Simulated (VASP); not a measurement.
Here is a VASP 6.6.1 calculation.

Contents of INCAR:

```
SYSTEM = CdS
PREC     = Accurate       ! precision mode
ENCUT    = 520            ! plane-wave cutoff, eV
EDIFF    = 1E-6           ! SCF threshold, eV
ISMEAR   = 0              ! smearing method
SIGMA    = 0.01           ! smearing width, eV
LREAL    = .FALSE.        ! projectors in reciprocal space
LASPH    = .TRUE.         ! aspherical terms in the spheres
NELM     = 80             ! most SCF steps
ALGO     = Normal         ! electronic algorithm
ISIF     = 2              ! what is computed and relaxed
LWAVE    = .FALSE.        ! write WAVECAR
LCHARG   = .FALSE.        ! write CHGCAR
GGA      = PE             ! functional
NBANDS   = 16             ! bands
```

Contents of KPOINTS:

```
Automatic mesh
0
G
  6 6 6
  0 0 0
```

POSCAR

```
CdS
1.0
    0.0000000000      2.9392148400      2.9392148400
    2.9392148400      0.0000000000      2.9392148400
    2.9392148400      2.9392148400      0.0000000000
Cd S
1 1
Direct
    0.0000000000      0.0000000000      0.0000000000
    0.2500000000      0.2500000000      0.2500000000
```

Potentials or basis: VASP PAW PBE potentials, release 64 (Cd, S).

Launch:

```sh
$ cat potpaw_PBE.64/Cd/POTCAR potpaw_PBE.64/S/POTCAR > POTCAR
$ mpirun -np 1 vasp_std > vasp.out
```

Q: Predict the band gap on the k mesh.

A: 1.10 eV, direct.

Q: Estimate the pressure.

A: 1.7 GPa.
